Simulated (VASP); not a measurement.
ZnOs3:

```
Zn Os
1.0
     3.75127    0.00000    0.00000
     0.00000    3.75127    0.00000
     0.00000    0.00000    3.75127
Zn Os
1 3
Cartesian
  0.0000 0.0000 0.0000
  0.0000 1.8756 1.8756
  1.8756 0.0000 1.8756
  1.8756 1.8756 0.0000
```

| Property | Result |
| --- | --- |
| Program | VASP 6.6.1 |
| Task | relaxation of cell and atoms |
| Functional | PBE |
| Potentials or basis | VASP PAW PBE potentials, release 64 (Zn, Os) |
| Cutoff | 600 eV |
| k mesh | 4 × 4 × 4 |
| Occupations | gaussian, width 0.1 eV |
| Spin | no spin polarisation |

At the start: pressure 31.1 GPa; volume 13.20 Å³/atom.

Q: Where does the relaxation end?

A: Over 4 steps the energy falls by 106.5 meV/atom and the volume is 14.41 Å³/atom (+9.2 %); space group Pm-3m (No. 221, to 0.05 Å).

Step by step:
```
step  energy change (eV)  largest force (eV/Å)  pressure (GPa)  volume (Å³)
   1              0.0000                0.0000           31.08        52.79
   2              2.3703                0.0000          -39.67        74.86
   3             -0.4210                0.0000           -2.75        58.13
   4             -0.4259                0.0000           -0.43        57.64
```

Final structure:
```
Zn Os
1.0
     3.86294    0.00000    0.00000
     0.00000    3.86294    0.00000
     0.00000    0.00000    3.86294
Zn Os
1 3
Direct
  0.00000 0.00000 0.00000
  0.00000 0.50000 0.50000
  0.50000 0.00000 0.50000
  0.50000 0.50000 0.00000
```

Caveat: the k points lie up to 0.41 Å⁻¹ apart in the final cell.
